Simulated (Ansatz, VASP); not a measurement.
# One calculation of Ge2Sb2Se, two programs

File INCAR:

```
SYSTEM = Ge2Sb2Se
  PREC = Accurate
  ENCUT = 600
  EDIFF = 1E-6
  ISMEAR = 0
  SIGMA = 0.1
  LREAL = .FALSE.
  LASPH = .TRUE.
  NELM = 100
  ALGO = Normal
  ISIF = 3
  LWAVE = .FALSE.
  LCHARG = .FALSE.
  GGA = PE
  IBRION = 2
  NSW = 90
  EDIFFG = -0.04
```

File KPOINTS:

```
regular mesh
0
G
  6 6 2
  0 0 0
```

Contents of POSCAR:

```
Ge2Sb2Se
1.0
    4.5227314700      0.0000000000      0.0000000000
   -2.2613657300      3.9168003500      0.0000000000
    0.0000000000      0.0000000000      7.5295549500
Ge Sb Se
2 2 1
Direct
    0.3333333300      0.6666666700      0.2549040000
    0.6666666700      0.3333333300      0.7450960000
    0.3333333300      0.6666666700      0.6336119800
    0.6666666700      0.3333333300      0.3663880200
    0.0000000000      0.0000000000      0.0000000000
```

Input for Ansatz:

```yaml
crystal:
  lattice:
    - [4.52273147, 0.0, 0.0]
    - [-2.26136573, 3.91680035, 0.0]
    - [0.0, 0.0, 7.52955495]
  atoms:
    - { symbol: Ge, position: [0.33333333, 0.66666667, 0.254904] }
    - { symbol: Ge, position: [0.66666667, 0.33333333, 0.745096] }
    - { symbol: Sb, position: [0.33333333, 0.66666667, 0.63361198] }
    - { symbol: Sb, position: [0.66666667, 0.33333333, 0.36638802] }
    - { symbol: Se, position: [0.0, 0.0, 0.0] }
basis:
  ecutwfc: 420
kpoints:
  mp_grid: { grid: [6, 6, 2] }
hamiltonian:
  xc: pbe
scf:
  occupations: { method: gaussian, width: 0.1 }
  lower_state_search: "off"
output:
  forces: true
  stress: true
  eigenvalues: true
relax:
  adjacent_minimum: "off"
  f_tol: 0.04
  max_steps: 70
  cell: { stress_tol: 0.4 }
```

Change from the starting cell: species swapped into the YbZn2As2 type (P-3m1, No. 164).

Alike in both runs: task relaxation of cell and atoms; functional PBE; k mesh 6 × 6 × 2; occupations gaussian, width 0.1 eV; no spin polarisation.

|  | VASP | Ansatz |
| --- | --- | --- |
| version | VASP 6.6.1 | Ansatz 0.2.0 |
| potentials or method | VASP PAW PBE potentials, release 64 (Ge_d, Sb, Se), cutoff 600 eV | scalar-relativistic, plane waves, PAW |
| valence electrons in the cell | 44 | 74 |

```csv
,VASP,Ansatz,Ansatz less VASP
"gap on the k mesh at the Fermi level, each at its own relaxed structure (eV)",none,none,-
relaxed volume (Å³/atom),24.78,24.75,-0.029
relaxed length of the cell vector where the two differ most in proportion (Å),8.986,8.960,-0.0264
```

A gap of «none» marks a metal or a gap that the smearing closes. VASP's potentials hold 44 valence electrons a cell and Ansatz's 74, so a difference there can come from the potentials and not from the codes.

The k mesh is coarse, so the values compare programs but aren't converged. Spin-orbit coupling is off throughout.
